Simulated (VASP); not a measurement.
# Nb (P6/mmm) in VASP: notebook

Nb is run at these levels: RPBE; tasks: single point.

Everything below comes from runs of VASP 6.6.1. Logs are shortened: lines on timing, memory, paths and dates and some standing lists are left out, and cuts for length are marked.

## (1) The cell of the first run

The structure is hexagonal, space group P6/mmm (No. 191). The conventional cell has a = 4.846 Å, b = 4.846 Å, c = 2.667 Å, α = 90.00°, β = 90.00°, γ = 120.00°. Within 3.5 Å of Nb (site symmetry 6/mmm) lie 14 Nb at 2.67 to 3.10 Å. Within 3.5 Å of Nb (site symmetry -6m2) lie 11 Nb at 2.67 to 3.10 Å.

This isn't the form of Nb at room conditions, which is bcc.

## (2) Single point, RPBE (18.08 Å³/atom)

The input, INCAR:

```
PREC = Accurate
ENCUT = 520
EDIFF = 1E-6
ISMEAR = -1
SIGMA = 0.1
LREAL = F
LASPH = T
NELM = 100
ALGO = Normal
ISIF = 2
LWAVE = F
LCHARG = T
GGA = RP
LELF = T
LVHAR = T
NBANDS = 26
```

The input, KPOINTS:

```
Automatic mesh
0
Gamma
  8 8 13
```

The input, POSCAR:

```
Nb
1.0
    4.8455905625      0.0000000000      0.0000000000
   -2.4227952813      4.1964045235      0.0000000000
    0.0000000000      0.0000000000      2.6667924085
Nb
3
Direct
    0.0000000000      1.0000000000      1.0000000000
    0.3333333333      0.6666666667      0.5000000000
    0.6666666667      0.3333333333      0.5000000000
```

Potentials or basis: VASP PAW PBE potentials, release 64 (Nb_sv).

Launch:

```bash
$ cat potpaw_PBE.64/Nb_sv/POTCAR > POTCAR
$ mpirun -np 1 vasp_std > vasp.out
```

OUTCAR:

```text
PREC = Accurate
   ENCUT = 520
   EDIFF = 1E-6
   ISMEAR = -1
   LREAL = F
   LASPH = T
   NELM = 100
   ISIF = 2
   GGA = RP

 ion  position               nearest neighbor table
   1  0.000  0.000  0.000-
   2  0.333  0.667  0.500-   3 2.80   3 2.80   3 2.80
   3  0.667  0.333  0.500-   2 2.80   2 2.80   2 2.80

  LATTYP: Found a hexagonal cell.
 ALAT       =     4.8455905625
 C/A-ratio  =     0.5503544664

  Lattice vectors:

 A1 = (   4.8455905625,   0.0000000000,   0.0000000000)
 A2 = (  -2.4227952813,   4.1964045235,   0.0000000000)
 A3 = (   0.0000000000,   0.0000000000,   2.6667924085)

Analysis of symmetry for initial positions (statically):
=====================================================================
 Subroutine PRICEL returns:
 Original cell was already a primitive cell.

 Routine SETGRP: Setting up the symmetry group for a
 hexagonal supercell.

 Subroutine GETGRP returns: Found 24 space group operations
 (whereof 24 operations were pure point group operations)
 out of a pool of 24 trial point group operations.

The static configuration has the point symmetry D_6h.

Analysis of symmetry for dynamics (positions and initial velocities):
=====================================================================
 Subroutine PRICEL returns:
 Original cell was already a primitive cell.

 Routine SETGRP: Setting up the symmetry group for a
 hexagonal supercell.

 Subroutine GETGRP returns: Found 24 space group operations
 (whereof 24 operations were pure point group operations)
 out of a pool of 24 trial point group operations.

The dynamic configuration has the point symmetry D_6h.

 Subroutine INISYM returns: Found 24 space group operations
 (whereof 24 operations are pure point group operations),
 and found     1 'primitive' translations

----------------------------------------------------------------------------------------

                                     Primitive cell

  volume of cell :      54.2267

  direct lattice vectors                    reciprocal lattice vectors
     4.845590562  0.000000000  0.000000000     0.206373194  0.119149619  0.000000000
    -2.422795281  4.196404524  0.000000000     0.000000000  0.238299238  0.000000000
     0.000000000  0.000000000  2.666792409     0.000000000  0.000000000  0.374982318

  length of vectors
     4.845590562  4.845590563  2.666792409     0.238299238  0.238299238  0.374982318

  position of ions in fractional coordinates (direct lattice)
     0.000000000  0.000000000  0.000000000
     0.333333333  0.666666667  0.500000000
     0.666666667  0.333333333  0.500000000

  ion indices of the primitive-cell ions
   primitive index   ion index
                 1           1
                 2           2
                 3           3

----------------------------------------------------------------------------------------

 KPOINTS: Automatic mesh

Automatic generation of k-mesh.
 Grid dimensions read from file:
 generate k-points for:    8    8   13

 Generating k-lattice:

  Cartesian coordinates                     Fractional coordinates (reciprocal lattice)
     0.025796649  0.014893702  0.000000000     0.125000000  0.000000000  0.000000000
     0.000000000  0.029787405  0.000000000     0.000000000  0.125000000  0.000000000
     0.000000000  0.000000000  0.028844794     0.000000000  0.000000000  0.076923077

  Length of vectors
     0.029787405  0.029787405  0.028844794

  Shift w.r.t. Gamma in fractional coordinates (k-lattice)
     0.000000000  0.000000000  0.000000000

 Subroutine IBZKPT returns following result:
 ===========================================

 Found     70 irreducible k-points:

 Following reciprocal coordinates:
            Coordinates               Weight
  0.000000  0.000000  0.000000      1.000000
  0.125000  0.000000  0.000000      6.000000
  0.250000  0.000000  0.000000      6.000000
  0.375000 -0.000000  0.000000      6.000000
  0.500000  0.000000  0.000000      3.000000
  0.125000  0.125000  0.000000      6.000000
[... 16 lines left out ...]
  0.250000  0.000000  0.153846     12.000000
  0.375000 -0.000000  0.153846     12.000000
 [... further k-points ...]
   k-points           NKPTS =     70   k-points in BZ     NKDIM =     70   number of bands    NBANDS=     26
   number of dos      NEDOS =    301   number of ions     NIONS =      3
   total plane-waves  NPLWV =  25920
   dimension x,y,z NGX =    36 NGY =   36 NGZ =   20
   dimension x,y,z NGXF=    72 NGYF=   72 NGZF=   40
   ions per type =               3
   NGX,Y,Z   is equivalent  to a cutoff of  12.35, 12.35, 12.47 a.u.
   NGXF,Y,Z  is equivalent  to a cutoff of  24.70, 24.70, 24.94 a.u.
 SYSTEM =  unknown system
   PREC   = accura    normal or accurate (medium, high low for compatibility)
   ISTART =      0    job   : 0-new  1-cont  2-samecut
   ICHARG =      2    charge: 1-file 2-atom 10-const
   ISPIN  =      1    spin polarized calculation?
   LNONCOLLINEAR =      F non collinear calculations
   LSORBIT =      F    spin-orbit coupling
   LASPH  =      T    aspherical Exc in radial PAW
   ENCUT  =  520.0 eV  38.22 Ry    6.18 a.u.   9.01  9.01  4.96*2*pi/ulx,y,z
   NELM   =    100;   NELMIN=  2; NELMDL= -5     # of ELM steps
   EDIFF  = 0.1E-05   stopping-criterion for ELM
   LREAL  =      F    real-space projection
   EDIFFG = 0.1E-04   stopping-criterion for IOM
   NSW    =      0    number of steps for IOM
   IBRION =     -1    ionic relax: 0-MD 1-quasi-New 2-CG
   NFREE  =      0    steps in history (QN), initial steepest desc. (CG)
   ISIF   =      2    stress and relaxation
   ISYM   =      2    0-nonsym 1-usesym 2-fastsym
   POTIM  = 0.5000    time-step for ionic-motion
   TEBEG  =    0.0;   TEEND  =   0.0 temperature during run
   PSTRESS=    0.0 pullay stress
   NELECT =      39.0000    total number of electrons
   NUPDOWN=      -1.0000    fix difference up-down
   EMIN   =  10.00;   EMAX   =-10.00  energy-range for DOS
   EFERMI =   0.00;   METHOD = LEGACY
   ISMEAR =    -1;   SIGMA  =   0.10  broadening in eV -4-tet -1-fermi 0-gaus
   EFERMI_NEDOS =   21; number of points for ismear=-14 and -15
   IALGO  =     38    algorithm
   IMIX   =      4    mixing-type and parameters
     AMIX     =   0.40;   BMIX     =  1.00
     AMIX_MAG =   1.60;   BMIX_MAG =  1.00
  volume/ion in A,a.u.               =      18.08       121.98
  Fermi-wavevector in a.u.,A,eV,Ry     =   1.466758  2.771772 29.271308  2.151380
  Thomas-Fermi vector in A             =   2.582458
   LORBIT       =      0    0 simple, 1 ext, 2 COOP (PROOUT), +10 PAW based schemes
   GGA     = RP    functional components
   LHFCALC =     F    Hartree Fock is set to
   AEXX    =    0.0000 exact exchange contribution
   IVDW    =     0    specifies the selected vdW correction
   LEPSILON=     F    determine dielectric tensor
   LRPA    =     F    only Hartree local field effects (RPA)
 non-spin polarized calculation
  energy-cutoff  :      520.00
  volume of cell :       54.23
 maximum number of plane-waves:      1474
 NGX is ok and might be reduce to    36
   NGX = 17   NGY = 17   NGZ =  9

 number of electron      39.0000005 magnetization

 Free energy of the ion-electron system (eV)
  ---------------------------------------------------
  ext. energy  EPLUGINS =         0.00000000
  ---------------------------------------------------
  free energy    TOTEN  =       -28.52620433 eV

  energy without entropy =      -28.43213638  energy(sigma->0) =      -28.47917036

 E-fermi :  11.4153     XC(G=0): -12.4013

 val. band max:       11.4102515971   @ k =   0.1250   0.1250   0.3846
 cond. band min:      11.4257945114   @ k =   0.2500   0.2500   0.0000
 fundamental gap:      0.0155429143
 Fermi energy:        11.4152571576

 k-point     1 :       0.0000    0.0000    0.0000
  band No.  band energies     occupation
      1     -43.2406      2.00000
      2     -43.0405      2.00000
      3     -42.9853      2.00000
      4     -19.5883      2.00000
      5     -19.5883      2.00000
      6     -19.3683      2.00000
[... 18 lines left out ...]
     25      14.4071      0.00000
     26      14.4071      0.00000

 k-point     2 :       0.1250    0.0000    0.0000
  band No.  band energies     occupation
      1     -43.2306      2.00000
      2     -43.0439      2.00000
      3     -42.9923      2.00000
      4     -19.6597      2.00000
      5     -19.6279      2.00000
      6     -19.2831      2.00000
[... 18 lines left out ...]
     25      14.8647      0.00000
     26      14.9198      0.00000

 k-point     3 :       0.2500    0.0000    0.0000
  band No.  band energies     occupation
      1     -43.2024      2.00000
      2     -43.0542      2.00000
      3     -43.0111      2.00000
      4     -19.7612      2.00000
      5     -19.6310      2.00000
      6     -19.1411      2.00000
[... 18 lines left out ...]
     25      15.3651      0.00000
     26      15.5213      0.00000

 k-point     4 :       0.3750   -0.0000    0.0000
  band No.  band energies     occupation
      1     -43.1616      2.00000
      2     -43.0760      2.00000
      3     -43.0310      2.00000
      4     -19.8318      2.00000
      5     -19.5410      2.00000
      6     -19.1102      2.00000
[... 18 lines left out ...]
     25      15.2736      0.00000
     26      15.8426      0.00000

 k-point     5 :       0.5000    0.0000    0.0000
  band No.  band energies     occupation
      1     -43.1229      2.00000
      2     -43.1080      2.00000
      3     -43.0381      2.00000
      4     -19.8566      2.00000
      5     -19.4122      2.00000
      6     -19.2865      2.00000
[... 18 lines left out ...]
     25      14.6188      0.00000
     26      14.9590      0.00000

 k-point     6 :       0.1250    0.1250    0.0000
  band No.  band energies     occupation
      1     -43.2115      2.00000
      2     -43.0504      2.00000
      3     -43.0056      2.00000
      4     -19.7126      2.00000
      5     -19.6659      2.00000
      6     -19.1615      2.00000
[... 427 lines left out ...]
 k-point    21 :       0.0000    0.0000    0.1538
  band No.  band energies     occupation
      1     -43.1852      2.00000
      2     -43.0016      2.00000
      3     -42.9396      2.00000
      4     -19.5395      2.00000
      5     -19.5395      2.00000
      6     -19.2943      2.00000
[... 18 lines left out ...]
     25      14.2501      0.00000
     26      14.2501      0.00000

 k-point    22 :       0.1250    0.0000    0.1538
  band No.  band energies     occupation
      1     -43.1757      2.00000
      2     -43.0045      2.00000
      3     -42.9466      2.00000
      4     -19.5981      2.00000
      5     -19.5679      2.00000
      6     -19.2239      2.00000
[... 18 lines left out ...]
     25      14.5498      0.00000
     26      14.6134      0.00000

 k-point    23 :       0.2500    0.0000    0.1538
  band No.  band energies     occupation
      1     -43.1491      2.00000
      2     -43.0131      2.00000
      3     -42.9654      2.00000
      4     -19.6883      2.00000
      5     -19.5688      2.00000
      6     -19.1002      2.00000
[... 18 lines left out ...]
     25      14.9875      0.00000
     26      15.1656      0.00000

 k-point    24 :       0.3750   -0.0000    0.1538
  band No.  band energies     occupation
      1     -43.1108      2.00000
      2     -43.0312      2.00000
      3     -42.9863      2.00000
      4     -19.7526      2.00000
      5     -19.4913      2.00000
      6     -19.1050      2.00000
[... 18 lines left out ...]
     25      14.3742      0.00000
     26      15.3252      0.00000

 [... further k-points ...]

------------------------ aborting loop because EDIFF is reached ----------------------------------------

  FORCE on cell =-STRESS in cart. coord.  units (eV):
  Direction    XX          YY          ZZ          XY          YZ          ZX
  --------------------------------------------------------------------------------------
  -------------------------------------------------------------------------------------
  Total        2.2348757      2.2348757      2.1645127     -0.0000000      0.0000000      0.0000000
  in kB       66.0314271     66.0314272     63.9524887     -0.0000000      0.0000000      0.0000000
  external PRESSURE =      65.3384477 kB  Pullay stress =       0.0000000 kB

 VOLUME and BASIS-vectors are now :
 -----------------------------------------------------------------------------
  energy-cutoff  :      520.00
  volume of cell :       54.23
      direct lattice vectors                 reciprocal lattice vectors
     4.845590562  0.000000000  0.000000000     0.206373194  0.119149619  0.000000000
    -2.422795281  4.196404524  0.000000000     0.000000000  0.238299238  0.000000000
     0.000000000  0.000000000  2.666792409     0.000000000  0.000000000  0.374982318

 POSITION                                       TOTAL-FORCE (eV/Angst)
 -----------------------------------------------------------------------------------
      0.00000      0.00000      0.00000        -0.000000      0.000000      0.000000
     -0.00000      2.79760      1.33340        -0.000000      0.000000      0.000000
      2.42280      1.39880      1.33340         0.000000     -0.000000      0.000000
 -----------------------------------------------------------------------------------
    total drift:                                0.000000      0.000000     -0.000000

  FREE ENERGIE OF THE ION-ELECTRON SYSTEM (eV)
  ---------------------------------------------------
  free  energy   TOTEN  =       -28.5262043318 eV

  energy  without entropy=      -28.4321363796  energy(sigma->0) =      -28.47917036
```

It took 42 s on 1 thread of AMD EPYC 9R45 (Zen 5), shared host; peak memory 0.18 GiB.

Results:

- Free energy: -28.5262 eV
- Pressure: 6.5 GPa
- Band gap on the k mesh: zero (an odd number of electrons rules out a gap without spin polarisation)

Caveat: the cell stands under pressure; the PAW data sets were made with another functional, which shifts forces and pressure a little.

## (3) Single point, RPBE (18.83 Å³/atom)

This run uses another cell than the first one, of 18.83 Å³/atom.

The input, INCAR:

```
PREC = Accurate ; ENCUT = 520
EDIFF = 1E-7 ; ISMEAR = -1
SIGMA = 0.1 ; LREAL = F
LASPH = T ; NELM = 100
ALGO = Normal ; ISIF = 2
LWAVE = F ; LCHARG = F
GGA = RP ; NBANDS = 26
```

KPOINTS is that of step 2.

The input, POSCAR:

```
Nb
1.0
    4.9119767649      0.0000000000      0.0000000000
   -2.4559883824      4.2538966612      0.0000000000
    0.0000000000      0.0000000000      2.7033283515
Nb
3
Direct
    0.0000000000      1.0000000000      1.0000000000
    0.3333333333      0.6666666667      0.5000000000
    0.6666666667      0.3333333333      0.5000000000
```

Potentials or basis: VASP PAW PBE potentials, release 64 (Nb_sv).

Launch:

```bash
$ cat potpaw_PBE.64/Nb_sv/POTCAR > POTCAR
$ mpirun -np 1 vasp_std > vasp.out
```

Run time: 53 s. Hardware: 1 thread of AMD EPYC 9R45 (Zen 5), shared host; peak memory 0.19 GiB.

The run converged. Its results:

* Free energy: -28.5700 eV
* Pressure: -0.3 GPa
* Band gap on the k mesh: zero (an odd number of electrons rules out a gap without spin polarisation)

Stress tensor (GPa, compression positive):
```
-0.01  0.00  0.00
 0.00 -0.01  0.00
 0.00  0.00 -0.94
```

Levels at points of the mesh, in eV from the Fermi level:
| k point | band 18 | band 19 | band 20 | band 21 | band 22 | band 23 |
| --- | --- | --- | --- | --- | --- | --- |
| (0.00, 0.00, 0.00) | -1.19 | -1.19 | -0.96 | 0.62 | 0.62 | 2.85 |
| (0.50, 0.00, 0.00) | -1.51 | -0.98 | -0.86 | 1.37 | 1.92 | 2.94 |

Caveat: the PAW data sets were made with another functional, which shifts forces and pressure a little.

(Continued in part 2 of 2.)

The gap in the log of VASP goes by the Fermi energy; the results here count the filled bands.